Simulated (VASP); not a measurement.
Here is a VASP 6.6.1 calculation.

Contents of INCAR:

```
ALGO = Normal
EDIFF = 1E-6
ENCUT = 520
GGA = PE
ISIF = 2
ISMEAR = -1
LASPH = True
LCHARG = False
LREAL = Auto
LWAVE = False
NBANDS = 120
NELM = 60
PREC = Accurate
SIGMA = 0.15
```

The input KPOINTS:

```
k-points
0
Gamma
  3 3 3
```

File POSCAR:

```
LiNb16
1.0
    6.6000000000      0.0000000000      0.0000000000
    0.0000000000      6.6000000000      0.0000000000
    0.0000000000      0.0000000000      6.6000000000
Nb Li
16 1
Direct
   -0.0068484848     -0.0375000000     -0.0279090909
    0.5114545455      0.0044696970      0.0027121212
   -0.0174242424      0.4793787879     -0.0024393939
   -0.0240151515      0.0094393939      0.4865303030
    0.2487424242      0.2775303030      0.2452121212
    0.5469545455      0.4640909091      0.0135606061
    0.4900303030      0.0016515152      0.5020757576
    0.7547575758      0.2293939394      0.2466666667
   -0.0216818182      0.5228787879      0.5094545455
    0.2524545455      0.7739545455      0.2860757576
    0.2699242424      0.2631666667      0.7431969697
    0.4785606061      0.4982727273      0.4817575758
    0.7438484848      0.7384545455      0.2482575758
    0.7468181818      0.2177727273      0.7484393939
    0.2481515152      0.7825000000      0.7013181818
    0.7465303030      0.7398333333      0.7641363636
    0.2489393939      0.6417121212      0.0099090909
```

Potentials or basis: VASP PAW PBE potentials, release 64 (Nb_sv, Li_sv).

Command:

```sh
$ cat potpaw_PBE.64/Nb_sv/POTCAR potpaw_PBE.64/Li_sv/POTCAR > POTCAR
$ mpirun -np 1 vasp_std > vasp.out
```

Q: What does it give for the band gap on the k mesh?

A: Zero (an odd number of electrons rules out a gap without spin polarisation).

Q: Predict the largest force.

A: 2.876 eV/Å.

Forces on the atoms (eV/Å):
```
Nb   1.298  2.074  1.512
Nb  -1.096 -1.202 -0.143
Nb  -1.269 -1.044 -0.310
Nb   0.920  0.075  0.450
Nb  -0.721 -1.257 -0.353
Nb  -0.895  0.356 -0.540
Nb   1.084  1.034 -0.625
Nb  -0.078  0.342  0.390
Nb   0.842 -1.422 -0.549
Nb  -0.780  0.700  0.249
Nb  -1.504 -0.073  0.438
Nb   1.570  0.265  1.273
Nb  -0.066  0.184  0.232
Nb   0.342  1.236 -0.557
Nb  -0.364 -0.706  1.056
Nb  -0.793 -0.450 -1.266
Li   1.509 -0.112 -1.258
```
